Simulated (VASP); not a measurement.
# V (Im-3m) in VASP: notebook

The runs below take V through single point, relaxation of cell and atoms, with PBEsol.

Everything below comes from runs of VASP 6.6.1. Logs are shortened: lines on timing, memory, paths and dates and some standing lists are left out, and cuts for length are marked.

## 1. The cell of the first run

It takes space group Im-3m (No. 229, cubic). The conventional cell has a = 2.959 Å, b = 2.959 Å, c = 2.959 Å, α = 90.00°, β = 90.00°, γ = 90.00°. V (site symmetry m-3m) has 14 V at 2.56 to 2.96 Å within 3.4 Å.

## 2. Single point, PBEsol

INCAR

```
ALGO = Normal ; EDIFF = 1E-7
ENCUT = 520 ; GGA = PS
ISIF = 2 ; ISMEAR = 0
LASPH = True ; LCHARG = False
LREAL = False ; LWAVE = False
NBANDS = 12 ; NELM = 60
PREC = Accurate ; SIGMA = 0.1
```

KPOINTS

```
k-points
0
Gamma
  20 20 20
```

POSCAR

```
V
1.0
   -1.4794223151      1.4794223151      1.4794223151
    1.4794223151     -1.4794223151      1.4794223151
    1.4794223151      1.4794223151     -1.4794223151
V
1
Direct
    0.0000000000      0.0000000000      0.0000000000
```

Potentials or basis: VASP PAW PBE potentials, release 64 (V_sv).

On the command line:

```
> cat potpaw_PBE.64/V_sv/POTCAR > POTCAR
> mpirun -np 1 vasp_std > vasp.out
```

OUTCAR:

```text
EDIFF = 1E-7
   ENCUT = 520
   GGA = PS
   ISIF = 2
   ISMEAR = 0
   LASPH = True
   LREAL = False
   NELM = 60
   PREC = Accurate

 ion  position               nearest neighbor table
   1  0.000  0.000  0.000-

  LATTYP: Found a body centered cubic cell.
 ALAT       =     2.9588446302

  Lattice vectors:

 A1 = (  -1.4794223151,   1.4794223151,   1.4794223151)
 A2 = (   1.4794223151,  -1.4794223151,   1.4794223151)
 A3 = (   1.4794223151,   1.4794223151,  -1.4794223151)

Analysis of symmetry for initial positions (statically):
=====================================================================
 Subroutine PRICEL returns:
 Original cell was already a primitive cell.

 Routine SETGRP: Setting up the symmetry group for a
 body centered cubic supercell.

 Subroutine GETGRP returns: Found 48 space group operations
 (whereof 48 operations were pure point group operations)
 out of a pool of 48 trial point group operations.

The static configuration has the point symmetry O_h .

Analysis of symmetry for dynamics (positions and initial velocities):
=====================================================================
 Subroutine PRICEL returns:
 Original cell was already a primitive cell.

 Routine SETGRP: Setting up the symmetry group for a
 body centered cubic supercell.

 Subroutine GETGRP returns: Found 48 space group operations
 (whereof 48 operations were pure point group operations)
 out of a pool of 48 trial point group operations.

The dynamic configuration has the point symmetry O_h .

 Subroutine INISYM returns: Found 48 space group operations
 (whereof 48 operations are pure point group operations),
 and found     1 'primitive' translations

----------------------------------------------------------------------------------------

                                     Primitive cell

  volume of cell :      12.9520

  direct lattice vectors                    reciprocal lattice vectors
    -1.479422315  1.479422315  1.479422315     0.000000000  0.337969757  0.337969757
     1.479422315 -1.479422315  1.479422315     0.337969757  0.000000000  0.337969757
     1.479422315  1.479422315 -1.479422315     0.337969757  0.337969757  0.000000000

  length of vectors
     2.562434616  2.562434616  2.562434616     0.477961414  0.477961414  0.477961414

[... 77 lines left out ...]
   NELM   =     60;   NELMIN=  2; NELMDL= -5     # of ELM steps
   EDIFF  = 0.1E-06   stopping-criterion for ELM
   LREAL  =      F    real-space projection
   EDIFFG = 0.1E-05   stopping-criterion for IOM
   NSW    =      0    number of steps for IOM
   IBRION =     -1    ionic relax: 0-MD 1-quasi-New 2-CG
   NFREE  =      0    steps in history (QN), initial steepest desc. (CG)
   ISIF   =      2    stress and relaxation
   ISYM   =      2    0-nonsym 1-usesym 2-fastsym
   POTIM  = 0.5000    time-step for ionic-motion
   TEBEG  =    0.0;   TEEND  =   0.0 temperature during run
   PSTRESS=    0.0 pullay stress
   NELECT =      13.0000    total number of electrons
   NUPDOWN=      -1.0000    fix difference up-down
   EMIN   =  10.00;   EMAX   =-10.00  energy-range for DOS
   EFERMI =   0.00;   METHOD = LEGACY
   ISMEAR =     0;   SIGMA  =   0.10  broadening in eV -4-tet -1-fermi 0-gaus
   EFERMI_NEDOS =   21; number of points for ismear=-14 and -15
   IALGO  =     38    algorithm
   IMIX   =      4    mixing-type and parameters
     AMIX     =   0.40;   BMIX     =  1.00
     AMIX_MAG =   1.60;   BMIX_MAG =  1.00
  volume/ion in A,a.u.               =      12.95        87.40
  Fermi-wavevector in a.u.,A,eV,Ry     =   1.639119  3.097486 36.554918  2.686711
  Thomas-Fermi vector in A             =   2.729978
   LORBIT       =      0    0 simple, 1 ext, 2 COOP (PROOUT), +10 PAW based schemes
   GGA     = PS    functional components
   LHFCALC =     F    Hartree Fock is set to
   AEXX    =    0.0000 exact exchange contribution
   IVDW    =     0    specifies the selected vdW correction
   LEPSILON=     F    determine dielectric tensor
   LRPA    =     F    only Hartree local field effects (RPA)
 non-spin polarized calculation
 Gauss-broadening in eV      SIGMA  =   0.10
  energy-cutoff  :      520.00
  volume of cell :       12.95
 maximum number of plane-waves:       370
   NGX =  9   NGY =  9   NGZ =  9

 number of electron      13.0000002 magnetization

 Free energy of the ion-electron system (eV)
  ---------------------------------------------------
  ext. energy  EPLUGINS =         0.00000000
  ---------------------------------------------------
  free energy    TOTEN  =        -9.63914621 eV

  energy without entropy =       -9.63071412  energy(sigma->0) =       -9.63493016

 E-fermi :  10.0511     XC(G=0): -13.2753

 val. band max:       10.0486834778   @ k =   0.3000   0.0000   0.0000
 cond. band min:      10.0628804648   @ k =  -0.3500   0.4500   0.1500
 fundamental gap:      0.0141969870
 Fermi energy:        10.0511313158

 k-point     1 :       0.0000    0.0000    0.0000
  band No.  band energies     occupation
      1     -53.3784      2.00000
      2     -26.7109      2.00000
      3     -26.7109      2.00000
      4     -26.7109      2.00000
      5       3.3766      2.00000
      6      10.4734      0.00000
      7      10.4734      0.00000
      8      10.4734      0.00000
      9      12.5793      0.00000
     10      12.5793      0.00000
     11      30.8505      0.00000
     12      30.8505      0.00000
[... 331 lines left out ...]
 k-point    24 :       0.2500    0.1000    0.0000
  band No.  band energies     occupation
      1     -53.2159      2.00000
      2     -27.4063      2.00000
      3     -26.9330      2.00000
      4     -26.7510      2.00000
      5       6.4388      2.00000
      6       9.3474      2.00000
      7       9.7688      1.99993
      8      12.1878      0.00000
      9      12.8914      0.00000
     10      13.1880      0.00000
     11      25.1783      0.00000
     12      27.5641      0.00000

 [... further k-points ...]
[... 5 lines left out ...]
  --------------------------------------------------------------------------------------
  -------------------------------------------------------------------------------------
  Total        0.0196753      0.0196753      0.0196753      0.0000000      0.0000000     -0.0000000
  in kB        2.4338572      2.4338572      2.4338572      0.0000000      0.0000000     -0.0000000
  external PRESSURE =       2.4338572 kB  Pullay stress =       0.0000000 kB

 VOLUME and BASIS-vectors are now :
 -----------------------------------------------------------------------------
  energy-cutoff  :      520.00
  volume of cell :       12.95
      direct lattice vectors                 reciprocal lattice vectors
    -1.479422315  1.479422315  1.479422315     0.000000000  0.337969757  0.337969757
     1.479422315 -1.479422315  1.479422315     0.337969757  0.000000000  0.337969757
     1.479422315  1.479422315 -1.479422315     0.337969757  0.337969757  0.000000000

 POSITION                                       TOTAL-FORCE (eV/Angst)
 -----------------------------------------------------------------------------------
      0.00000      0.00000      0.00000        -0.000000      0.000000      0.000000
 -----------------------------------------------------------------------------------
    total drift:                                0.000000     -0.000000      0.000000

  FREE ENERGIE OF THE ION-ELECTRON SYSTEM (eV)
  ---------------------------------------------------
  free  energy   TOTEN  =        -9.6391462057 eV

  energy  without entropy=       -9.6307141201  energy(sigma->0) =       -9.63493016
```

Run time: 38 s. Hardware: 1 thread of Intel Xeon 8259CL, shared host; peak memory 0.15 GiB.

What came out:

* Free energy: -9.6391 eV
* Pressure: 0.2 GPa
* Band gap on the k mesh: zero (an odd number of electrons rules out a gap without spin polarisation)

Caveat: the PAW data sets were made with another functional, which shifts forces and pressure a little.

## 3. Relaxation of cell and atoms, PBEsol

This run uses another cell than the first one, of 13.05 Å³/atom.

INCAR

```
SYSTEM = V
PREC     = Accurate       ! precision mode
ENCUT    = 600            ! plane-wave cutoff, eV
EDIFF    = 1E-6           ! SCF threshold, eV
ISMEAR   = 0              ! smearing method
SIGMA    = 0.1            ! smearing width, eV
LREAL    = .FALSE.        ! projectors in reciprocal space
LASPH    = .TRUE.         ! aspherical terms in the spheres
NELM     = 80             ! most SCF steps
ALGO     = Fast           ! electronic algorithm
ISIF     = 3              ! what is computed and relaxed
LWAVE    = .FALSE.        ! write WAVECAR
LCHARG   = .FALSE.        ! write CHGCAR
GGA      = PS             ! functional
IBRION   = 2              ! ionic algorithm
NSW      = 80             ! ionic steps
EDIFFG   = -0.01          ! ionic threshold
```

KPOINTS

```
regular mesh
0
G
  20 20 20
  0 0 0
```

POSCAR

```
V
1.0
   -1.4831357492      1.4831357492      1.4831357492
    1.4831357492     -1.4831357492      1.4831357492
    1.4831357492      1.4831357492     -1.4831357492
V
1
Direct
    0.0000000000      0.0000000000      0.0000000000
```

Potentials or basis: VASP PAW PBE potentials, release 64 (V_sv).

On the command line:

```
> cat potpaw_PBE.64/V_sv/POTCAR > POTCAR
> mpirun -np 1 vasp_std > vasp.out
```

OUTCAR:

```text
SYSTEM = V
   PREC = Accurate
   ENCUT = 600
   EDIFF = 1E-6
   ISMEAR = 0
   LREAL = .FALSE.
   LASPH = .TRUE.
   NELM = 80
   ISIF = 3
   GGA = PS
   IBRION = 2
   NSW = 80
   EDIFFG = -0.01

 ion  position               nearest neighbor table
   1  0.000  0.000  0.000-

  LATTYP: Found a body centered cubic cell.
 ALAT       =     2.9662714984

  Lattice vectors:

 A1 = (  -1.4831357492,   1.4831357492,   1.4831357492)
 A2 = (   1.4831357492,  -1.4831357492,   1.4831357492)
 A3 = (   1.4831357492,   1.4831357492,  -1.4831357492)

Analysis of symmetry for initial positions (statically):
=====================================================================
 Subroutine PRICEL returns:
 Original cell was already a primitive cell.

 Routine SETGRP: Setting up the symmetry group for a
 body centered cubic supercell.

 Subroutine GETGRP returns: Found 48 space group operations
 (whereof 48 operations were pure point group operations)
 out of a pool of 48 trial point group operations.

The static configuration has the point symmetry O_h .

Analysis of symmetry for dynamics (positions and initial velocities):
=====================================================================
 Subroutine PRICEL returns:
 Original cell was already a primitive cell.

 Routine SETGRP: Setting up the symmetry group for a
 body centered cubic supercell.

 Subroutine GETGRP returns: Found 48 space group operations
 (whereof 48 operations were pure point group operations)
 out of a pool of 48 trial point group operations.

The dynamic configuration has the point symmetry O_h .

 Subroutine INISYM returns: Found 48 space group operations
 (whereof 48 operations are pure point group operations),
 and found     1 'primitive' translations

----------------------------------------------------------------------------------------

                                     Primitive cell

  volume of cell :      13.0498

  direct lattice vectors                    reciprocal lattice vectors
    -1.483135749  1.483135749  1.483135749     0.000000000  0.337123557  0.337123557
     1.483135749 -1.483135749  1.483135749     0.337123557  0.000000000  0.337123557
[... 96 lines left out ...]
   EMIN   =  10.00;   EMAX   =-10.00  energy-range for DOS
   EFERMI =   0.00;   METHOD = LEGACY
   ISMEAR =     0;   SIGMA  =   0.10  broadening in eV -4-tet -1-fermi 0-gaus
   EFERMI_NEDOS =   21; number of points for ismear=-14 and -15
   IALGO  =     68    algorithm
   IMIX   =      4    mixing-type and parameters
     AMIX     =   0.40;   BMIX     =  1.00
     AMIX_MAG =   1.60;   BMIX_MAG =  1.00
  volume/ion in A,a.u.               =      13.05        88.06
  Fermi-wavevector in a.u.,A,eV,Ry     =   1.635015  3.089730 36.372097  2.673274
  Thomas-Fermi vector in A             =   2.726558
   LORBIT       =      0    0 simple, 1 ext, 2 COOP (PROOUT), +10 PAW based schemes
   GGA     = PS    functional components
   LHFCALC =     F    Hartree Fock is set to
   AEXX    =    0.0000 exact exchange contribution
   IVDW    =     0    specifies the selected vdW correction
   LEPSILON=     F    determine dielectric tensor
   LRPA    =     F    only Hartree local field effects (RPA)
 conjugate gradient relaxation of ions
 non-spin polarized calculation
 RMM-DIIS sequential band-by-band and
 Gauss-broadening in eV      SIGMA  =   0.10
  energy-cutoff  :      600.00
  volume of cell :       13.05
 maximum number of plane-waves:       466
 NGX is ok and might be reduce to    24
   NGX = 11   NGY = 11   NGZ = 11

--------------------------------------- Ionic step        1  -------------------------------------------

 number of electron      12.9999997 magnetization

 Free energy of the ion-electron system (eV)
  ---------------------------------------------------
  ext. energy  EPLUGINS =         0.00000000
  ---------------------------------------------------
  free energy    TOTEN  =        -9.63888788 eV

  energy without entropy =       -9.63040007  energy(sigma->0) =       -9.63464398

 E-fermi :   9.9545     XC(G=0): -13.2334

 val. band max:        9.9487864650   @ k =   0.3000   0.0000   0.0000
 cond. band min:       9.9621412505   @ k =  -0.4500   0.5000   0.1000
 fundamental gap:      0.0133547855
 Fermi energy:         9.9544604651

 k-point     1 :       0.0000    0.0000    0.0000
  band No.  band energies     occupation
      1     -53.4833      2.00000
      2     -26.8298      2.00000
      3     -26.8298      2.00000
      4     -26.8298      2.00000
      5       3.2954      2.00000
      6      10.3755      0.00000
      7      10.3755      0.00000
      8      10.3755      0.00000
      9      12.4615      0.00000
     10      12.4615      0.00000
[... 368 lines left out ...]
--------------------------------------- Ionic step        3  -------------------------------------------

 number of electron      12.9999997 magnetization

 Free energy of the ion-electron system (eV)
  ---------------------------------------------------
  ext. energy  EPLUGINS =         0.00000000
  ---------------------------------------------------
  free energy    TOTEN  =        -9.63924249 eV

  energy without entropy =       -9.63080452  energy(sigma->0) =       -9.63502350

 E-fermi :  10.0413     XC(G=0): -13.2710

 val. band max:       10.0385032162   @ k =   0.3000   0.0000   0.0000
 cond. band min:      10.0532251106   @ k =  -0.3500   0.4500   0.1500
 fundamental gap:      0.0147218944
 Fermi energy:        10.0412655288

 k-point     1 :       0.0000    0.0000    0.0000
  band No.  band energies     occupation
      1     -53.3889      2.00000
      2     -26.7230      2.00000
      3     -26.7230      2.00000
      4     -26.7230      2.00000
      5       3.3684      2.00000
      6      10.4634      0.00000
      7      10.4634      0.00000
      8      10.4634      0.00000
      9      12.5673      0.00000
     10      12.5673      0.00000
[... 327 lines left out ...]
  FREE ENERGIE OF THE ION-ELECTRON SYSTEM (eV)
  ---------------------------------------------------
  free  energy   TOTEN  =        -9.6392424860 eV

  energy  without entropy=       -9.6308045216  energy(sigma->0) =       -9.63502350

 reached required accuracy - stopping structural energy minimisation
```

OSZICAR:

```text
N       E                     dE             d eps       ncg     rms          rms(c)
DAV:   1     0.934559572152E+02    0.93456E+02   -0.79116E+03  5120   0.157E+03
DAV:   2    -0.957766326553E+01   -0.10303E+03   -0.10104E+03  5240   0.390E+02
DAV:   3    -0.111441206932E+02   -0.15665E+01   -0.15414E+01  5374   0.571E+01
[... 23 lines left out ...]
RMM:   3    -0.963929361419E+01   -0.88987E-04   -0.32667E-03  5121   0.578E-01    0.143E-01
RMM:   4    -0.963923818059E+01    0.55434E-04   -0.34079E-04  5307   0.270E-01    0.331E-02
RMM:   5    -0.963924147517E+01   -0.32946E-05   -0.48841E-05  5200   0.121E-01    0.944E-03
RMM:   6    -0.963924283745E+01   -0.13623E-05   -0.12052E-05  5052   0.544E-02    0.877E-03
RMM:   7    -0.963924248597E+01    0.35149E-06   -0.30062E-06  3791   0.316E-02
   3 F= -.96392425E+01 E0= -.96350235E+01  d E =-.354604E-03
```

It took 1.9 min on 1 thread of Intel Xeon 8259CL, shared host; peak memory 0.18 GiB.

What came out:

```
Free energy                           : -9.6392 eV
Relaxed volume                        : 12.96 Å³/atom
Relaxed cell                          : a = 2.563 Å, b = 2.563 Å, c = 2.563 Å, α = 109.47°, β = 109.47°, γ = 109.47°
Space group after relaxing (to 0.1 Å) : Im-3m (No. 229)
Energy gained by relaxing             : 0.4 meV/atom
Ionic steps                           : 3
Pressure after relaxing               : 0.0 GPa
Band gap on the k mesh                : zero (an odd number of electrons rules out a gap without spin polarisation)
```

Step by step:
| step | energy change (eV) | largest force (eV/Å) | pressure (GPa) | volume (Å³) |
| --- | --- | --- | --- | --- |
| 1 | 0.0000 | 0.0000 | -1.28 | 13.05 |
| 2 | 0.0002 | 0.0000 | 1.72 | 12.85 |
| 3 | -0.0004 | 0.0000 | 0.03 | 12.96 |

Final structure:
```yaml
crystal:
  lattice:
    - [-1.47980, 1.47980, 1.47980]
    - [1.47980, -1.47980, 1.47980]
    - [1.47980, 1.47980, -1.47980]
  atoms:
    - { symbol: V, position: [0.00000, 0.00000, 0.00000] }
```

Levels at points of the mesh, in eV from the Fermi level:
```
           k point  band 5  band 6  band 7  band 8  band 9  band 10
(0.00, 0.00, 0.00)   -6.67    0.42    0.42    0.42    2.53     2.53
(0.50, 0.00, 0.00)   -3.32   -1.21    1.79    2.54    2.91     4.36
(0.50, 0.50, 0.50)   -3.18   -3.18    3.94    3.94    3.94    10.55
```

Caveat: the PAW data sets were made with another functional, which shifts forces and pressure a little.
